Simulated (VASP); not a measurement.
# HPbNO4 (P1) in VASP: settings compared

Aim: see how the results for HPbNO4 move with the level of theory and the settings. Levels: PBE, B3LYP. Tasks: single point.

Everything below comes from runs of VASP 6.6.1. Logs are shortened: lines on timing, memory, paths and dates and some standing lists are left out, and cuts for length are marked.

## 1. The cell of the first run

The typed cell holds 7 atoms: a = 4.204 Å, b = 4.339 Å, c = 6.729 Å, α = 71.95°, β = 72.29°, γ = 62.23°.

## 2. Single point, PBE

INCAR

```
SYSTEM = HPbNO4
PREC = Accurate
ENCUT = 520
EDIFF = 1E-6
ISMEAR = -1
SIGMA = 0.05
LREAL = .False.
LASPH = .True.
NELM = 100
ALGO = Normal
ISIF = 2
LWAVE = .False.
LCHARG = .True.
GGA = PE
LELF = .True.
LVHAR = .True.
NBANDS = 31
```

KPOINTS

```
regular mesh
0
Gamma
  10 10 6
  0 0 0
```

POSCAR

```
HPbNO4
1.0
    4.1992300000      0.1111700000      0.1681700000
    1.9160000000      3.8913200000      0.1256800000
    1.7608500000      1.2525900000      6.3726600000
H Pb N O
1 1 1 4
Direct
    0.8914500000      0.6820200000      0.6279600000
    0.1442600000      0.9287200000      0.8835200000
    0.2567000000      0.2886100000      0.3017100000
    0.8310800000      0.6505600000      0.7840500000
    0.3869400000      0.2238000000      0.1129500000
    0.3110400000      0.0357600000      0.4585600000
    0.0772600000      0.6063300000      0.3227500000
```

Potentials or basis: VASP PAW PBE potentials, release 64 (H, Pb_d, N, O).

The run is started by

```bash
$ cat potpaw_PBE.64/H/POTCAR potpaw_PBE.64/Pb_d/POTCAR potpaw_PBE.64/N/POTCAR potpaw_PBE.64/O/POTCAR > POTCAR
$ mpirun -np 1 vasp_std > vasp.out
```

OUTCAR:

```text
SYSTEM = HPbNO4
   PREC = Accurate
   ENCUT = 520
   EDIFF = 1E-6
   ISMEAR = -1
   LREAL = .False.
   LASPH = .True.
   NELM = 100
   ISIF = 2
   GGA = PE

 ion  position               nearest neighbor table
   1  0.891  0.682  0.628-   4 0.98
   2  0.144  0.929  0.884-   4 2.48   4 2.51   6 2.67   4 2.72   5 2.81   7 2.84   5 2.91   5 2.93

   3  0.257  0.289  0.302-   6 1.25   7 1.26   5 1.28
   4  0.831  0.651  0.784-   1 0.98   2 2.48   2 2.51   2 2.72
   5  0.387  0.224  0.113-   3 1.28   2 2.81   2 2.91   2 2.93
   6  0.311  0.036  0.459-   3 1.25   2 2.67
   7  0.077  0.606  0.323-   3 1.26   2 2.84

  LATTYP: Found a triclinic cell.
 ALAT       =     6.7290690222
 B/A-ratio  =     1.0080435208
 C/A-ratio  =     0.6247619357
 COS(alpha) =     0.0037064377
 COS(beta)  =     0.3041824545
 COS(gamma) =     0.7937729759

  Lattice vectors:

 A1 = (   1.7608500000,   1.2525900000,   6.3726600000)
 A2 = (  -0.1551500000,  -2.6387300000,   6.2469800000)
 A3 = (   4.1992300000,   0.1111700000,   0.1681700000)

Analysis of symmetry for initial positions (statically):
=====================================================================
 Subroutine PRICEL returns:
 Original cell was already a primitive cell.

 Routine SETGRP: Setting up the symmetry group for a
 triclinic supercell.

 Subroutine GETGRP returns: Found  1 space group operations
 (whereof  1 operations were pure point group operations)
 out of a pool of  2 trial point group operations.

The static configuration has the point symmetry C_1 .

Analysis of symmetry for dynamics (positions and initial velocities):
=====================================================================
 Subroutine PRICEL returns:
 Original cell was already a primitive cell.

 Routine SETGRP: Setting up the symmetry group for a
 triclinic supercell.

 Subroutine GETGRP returns: Found  1 space group operations
 (whereof  1 operations were pure point group operations)
 out of a pool of  2 trial point group operations.

The dynamic configuration has the point symmetry C_1 .

 Subroutine INISYM returns: Found  1 space group operations
 (whereof  1 operations are pure point group operations),
 and found     1 'primitive' translations

----------------------------------------------------------------------------------------

                                     Primitive cell

  volume of cell :     101.3902

  direct lattice vectors                    reciprocal lattice vectors
     4.199230000  0.111170000  0.168170000     0.243027768 -0.118243312 -0.043910244
     1.916000000  3.891320000  0.125680000    -0.004909750  0.261012831 -0.049947232
     1.760850000  1.252590000  6.372660000    -0.006316502 -0.002027272  0.159064151

  length of vectors
     4.204066188  4.339265238  6.729069022     0.273810311  0.265794149  0.159202425

  position of ions in fractional coordinates (direct lattice)
     0.891450000  0.682020000  0.627960000
     0.144260000  0.928720000  0.883520000
     0.256700000  0.288610000  0.301710000
     0.831080000  0.650560000  0.784050000
     0.386940000  0.223800000  0.112950000
     0.311040000  0.035760000  0.458560000
     0.077260000  0.606330000  0.322750000

  ion indices of the primitive-cell ions
   primitive index   ion index
                 1           1
                 2           2
                 3           3
                 4           4
                 5           5
                 6           6
                 7           7

----------------------------------------------------------------------------------------

 KPOINTS: regular mesh

Automatic generation of k-mesh.
 Grid dimensions read from file:
 generate k-points for:   10   10    6

 Generating k-lattice:

  Cartesian coordinates                     Fractional coordinates (reciprocal lattice)
     0.024302777 -0.011824331 -0.004391024     0.100000000 -0.000000000 -0.000000000
    -0.000490975  0.026101283 -0.004994723    -0.000000000  0.100000000  0.000000000
    -0.001052750 -0.000337879  0.026510692     0.000000000  0.000000000  0.166666667

  Length of vectors
     0.027381031  0.026579415  0.026533738

  Shift w.r.t. Gamma in fractional coordinates (k-lattice)
     0.000000000  0.000000000  0.000000000

 Subroutine IBZKPT returns following result:
 ===========================================

 Found    304 irreducible k-points:

 Following reciprocal coordinates:
            Coordinates               Weight
  0.000000  0.000000  0.000000      1.000000
  0.100000  0.000000 -0.000000      2.000000
  0.200000  0.000000 -0.000000      2.000000
  0.300000  0.000000  0.000000      2.000000
  0.400000 -0.000000  0.000000      2.000000
  0.500000 -0.000000 -0.000000      1.000000
[... 16 lines left out ...]
 -0.400000  0.200000 -0.000000      2.000000
 -0.300000  0.200000  0.000000      2.000000
 [... further k-points ...]
   k-points           NKPTS =    304   k-points in BZ     NKDIM =    304   number of bands    NBANDS=     31
   number of dos      NEDOS =    301   number of ions     NIONS =      7
   total plane-waves  NPLWV =  51200
   dimension x,y,z NGX =    32 NGY =   32 NGZ =   50
   dimension x,y,z NGXF=    64 NGYF=   64 NGZF=  100
   ions per type =               1   1   1   4
   NGX,Y,Z   is equivalent  to a cutoff of  12.65, 12.26, 12.35 a.u.
   NGXF,Y,Z  is equivalent  to a cutoff of  25.31, 24.52, 24.71 a.u.
 SYSTEM =  HPbNO4
   PREC   = accura    normal or accurate (medium, high low for compatibility)
   ISTART =      0    job   : 0-new  1-cont  2-samecut
   ICHARG =      2    charge: 1-file 2-atom 10-const
   ISPIN  =      1    spin polarized calculation?
   LNONCOLLINEAR =      F non collinear calculations
   LSORBIT =      F    spin-orbit coupling
   LASPH  =      T    aspherical Exc in radial PAW
   ENCUT  =  520.0 eV  38.22 Ry    6.18 a.u.   7.82  8.07 12.51*2*pi/ulx,y,z
   NELM   =    100;   NELMIN=  2; NELMDL= -5     # of ELM steps
   EDIFF  = 0.1E-05   stopping-criterion for ELM
   LREAL  =      F    real-space projection
   EDIFFG = 0.1E-04   stopping-criterion for IOM
   NSW    =      0    number of steps for IOM
   IBRION =     -1    ionic relax: 0-MD 1-quasi-New 2-CG
   NFREE  =      0    steps in history (QN), initial steepest desc. (CG)
   ISIF   =      2    stress and relaxation
   ISYM   =      2    0-nonsym 1-usesym 2-fastsym
   POTIM  = 0.5000    time-step for ionic-motion
   TEBEG  =    0.0;   TEEND  =   0.0 temperature during run
   PSTRESS=    0.0 pullay stress
   NELECT =      44.0000    total number of electrons
   NUPDOWN=      -1.0000    fix difference up-down
   EMIN   =  10.00;   EMAX   =-10.00  energy-range for DOS
   EFERMI =   0.00;   METHOD = LEGACY
   ISMEAR =    -1;   SIGMA  =   0.05  broadening in eV -4-tet -1-fermi 0-gaus
   EFERMI_NEDOS =   21; number of points for ismear=-14 and -15
   IALGO  =     38    algorithm
   IMIX   =      4    mixing-type and parameters
     AMIX     =   0.40;   BMIX     =  1.00
     AMIX_MAG =   1.60;   BMIX_MAG =  1.00
  volume/ion in A,a.u.               =      14.48        97.74
  Fermi-wavevector in a.u.,A,eV,Ry     =   1.239444  2.342210 20.901576  1.536223
  Thomas-Fermi vector in A             =   2.373927
   LORBIT       =      0    0 simple, 1 ext, 2 COOP (PROOUT), +10 PAW based schemes
   GGA     = PE    functional components
   LHFCALC =     F    Hartree Fock is set to
   AEXX    =    0.0000 exact exchange contribution
   IVDW    =     0    specifies the selected vdW correction
   LEPSILON=     F    determine dielectric tensor
   LRPA    =     F    only Hartree local field effects (RPA)
 non-spin polarized calculation
  energy-cutoff  :      520.00
  volume of cell :      101.39
 maximum number of plane-waves:      2753
   NGX = 15   NGY = 17   NGZ = 25

 number of electron      43.9999999 magnetization

 Free energy of the ion-electron system (eV)
  ---------------------------------------------------
  ext. energy  EPLUGINS =         0.00000000
  ---------------------------------------------------
  free energy    TOTEN  =       -40.42859993 eV

  energy without entropy =      -40.42859993  energy(sigma->0) =      -40.42859993

 E-fermi :   2.0776     XC(G=0):  -8.6162

 val. band max:        0.9332429073   @ k =  -0.3000   0.3000   0.3333
 cond. band min:       3.7037829120   @ k =  -0.3000   0.4000   0.3333
 fundamental gap:      2.7705400047
 Fermi energy:         2.0775874743

 k-point     1 :       0.0000    0.0000    0.0000
  band No.  band energies     occupation
      1     -25.0498      2.00000
      2     -19.6406      2.00000
      3     -19.3117      2.00000
      4     -16.7637      2.00000
      5     -14.4381      2.00000
      6     -14.4182      2.00000
[... 23 lines left out ...]
     30      12.4353      0.00000
     31      13.0518      0.00000

 k-point     2 :       0.1000    0.0000   -0.0000
  band No.  band energies     occupation
      1     -25.0472      2.00000
      2     -19.6450      2.00000
      3     -19.3130      2.00000
      4     -16.7618      2.00000
      5     -14.4403      2.00000
      6     -14.4298      2.00000
[... 23 lines left out ...]
     30      12.3323      0.00000
     31      12.5068      0.00000

 k-point     3 :       0.2000    0.0000   -0.0000
  band No.  band energies     occupation
      1     -25.0404      2.00000
      2     -19.6565      2.00000
      3     -19.3160      2.00000
      4     -16.7571      2.00000
      5     -14.4465      2.00000
      6     -14.4341      2.00000
[... 23 lines left out ...]
     30      11.7614      0.00000
     31      12.5676      0.00000

 k-point     4 :       0.3000    0.0000    0.0000
  band No.  band energies     occupation
      1     -25.0320      2.00000
      2     -19.6714      2.00000
      3     -19.3189      2.00000
      4     -16.7526      2.00000
      5     -14.4498      2.00000
      6     -14.4349      2.00000
[... 23 lines left out ...]
     30      11.5009      0.00000
     31      12.4929      0.00000

 k-point     5 :       0.4000   -0.0000    0.0000
  band No.  band energies     occupation
      1     -25.0251      2.00000
      2     -19.6839      2.00000
      3     -19.3207      2.00000
      4     -16.7499      2.00000
      5     -14.4506      2.00000
      6     -14.4350      2.00000
[... 23 lines left out ...]
     30      11.2009      0.00000
     31      12.3927      0.00000
[... 542 lines left out ...]
     30      11.4077      0.00000
     31      13.0195      0.00000

 k-point    22 :       0.5000    0.2000   -0.0000
  band No.  band energies     occupation
      1     -25.0219      2.00000
      2     -19.6897      2.00000
      3     -19.3210      2.00000
      4     -16.7492      2.00000
      5     -14.4478      2.00000
      6     -14.4350      2.00000
[... 23 lines left out ...]
     30      11.1633      0.00000
     31      12.6679      0.00000

 k-point    23 :      -0.4000    0.2000   -0.0000
  band No.  band energies     occupation
      1     -25.0171      2.00000
      2     -19.7045      2.00000
      3     -19.3234      2.00000
      4     -16.7484      2.00000
      5     -14.4457      2.00000
      6     -14.4354      2.00000
[... 23 lines left out ...]
     30      11.0809      0.00000
     31      12.3995      0.00000

 k-point    24 :      -0.3000    0.2000    0.0000
  band No.  band energies     occupation
      1     -25.0165      2.00000
      2     -19.7114      2.00000
      3     -19.3250      2.00000
      4     -16.7488      2.00000
      5     -14.4434      2.00000
      6     -14.4362      2.00000
[... 23 lines left out ...]
     30      10.9869      0.00000
     31      12.4765      0.00000

 [... further k-points ...]

------------------------ aborting loop because EDIFF is reached ----------------------------------------

  FORCE on cell =-STRESS in cart. coord.  units (eV):
  Direction    XX          YY          ZZ          XY          YZ          ZX
  --------------------------------------------------------------------------------------
  -------------------------------------------------------------------------------------
  Total       -0.1355293      0.6185403      0.6402318     -0.0369552     -0.0602190     -0.0212416
  in kB       -2.1416464      9.7742312     10.1170019     -0.5839693     -0.9515859     -0.3356612
  external PRESSURE =       5.9165289 kB  Pullay stress =       0.0000000 kB

 VOLUME and BASIS-vectors are now :
 -----------------------------------------------------------------------------
  energy-cutoff  :      520.00
  volume of cell :      101.39
      direct lattice vectors                 reciprocal lattice vectors
     4.199230000  0.111170000  0.168170000     0.243027768 -0.118243312 -0.043910244
     1.916000000  3.891320000  0.125680000    -0.004909750  0.261012831 -0.049947232
     1.760850000  1.252590000  6.372660000    -0.006316502 -0.002027272  0.159064151

 POSITION                                       TOTAL-FORCE (eV/Angst)
 -----------------------------------------------------------------------------------
      6.15590      3.53964      4.23741         0.003449     -0.007587     -0.108571
      3.94095      4.73667      5.77135         0.000814      0.007035      0.001490
      2.16219      1.52953      2.00214         0.006031     -0.046596     -0.084124
      6.11696      3.60602      5.21801        -0.003828      0.005327      0.096888
      2.25254      1.05537      0.81299         0.022361     -0.117631     -0.292301
      2.18210      0.74812      2.97905         0.006226     -0.256090      0.338202
      2.05448      2.77229      2.14597        -0.035052      0.415541      0.048417
 -----------------------------------------------------------------------------------
    total drift:                               -0.000554     -0.000138     -0.000616

  FREE ENERGIE OF THE ION-ELECTRON SYSTEM (eV)
  ---------------------------------------------------
  free  energy   TOTEN  =       -40.4285999266 eV

  energy  without entropy=      -40.4285999266  energy(sigma->0) =      -40.42859993
```

Run time: 11 min. Hardware: 1 thread of Intel Xeon Platinum 8488C (Sapphire Rapids), shared host; peak memory 0.87 GiB.

Results:

| Item | Value |
| --- | --- |
| Free energy | -40.4286 eV |
| Pressure | 0.6 GPa |
| Largest force | 0.424 eV/Å |
| Band gap on the k mesh | 2.77 eV, indirect (least direct gap 2.78 eV) |

Forces in eV/Å, atoms in the order of the input:
```
H    0.003 -0.008 -0.109
Pb   0.001  0.007  0.001
N    0.006 -0.047 -0.084
O   -0.004  0.005  0.097
O    0.022 -0.118 -0.292
O    0.006 -0.256  0.338
O   -0.035  0.416  0.048
```

Stress tensor (GPa, compression positive):
```
-0.21 -0.06 -0.03
-0.06  0.98 -0.10
-0.03 -0.10  1.01
```

Levels at points of the mesh, in eV from the valence-band top:
```
           k point  band 20  band 21  band 22  band 23  band 24  band 25
(0.00, 0.00, 0.00)    -1.59    -1.38    -0.75     3.52     4.29     5.45
(0.50, 0.00, 0.00)    -1.51    -0.71    -0.25     3.06     4.51     5.45
(0.00, 0.50, 0.00)    -1.43    -0.67    -0.12     2.91     4.03     5.15
(0.50, 0.50, 0.00)    -1.69    -0.63    -0.33     3.16     4.09     5.40
(0.00, 0.00, 0.50)    -1.52    -1.32    -0.93     3.42     3.75     5.44
(0.50, 0.00, 0.50)    -1.66    -0.59    -0.29     3.20     4.07     5.30
(0.00, 0.50, 0.50)    -1.49    -0.46    -0.23     2.94     3.84     5.53
(0.50, 0.50, 0.50)    -1.58    -0.77    -0.27     2.99     4.58     5.53
```

Caveat: the standard files for N, O and F lose accuracy on very short bonds; spin-orbit coupling is left out, which moves the levels of the heavy elements.

[end of part 1 of 2]
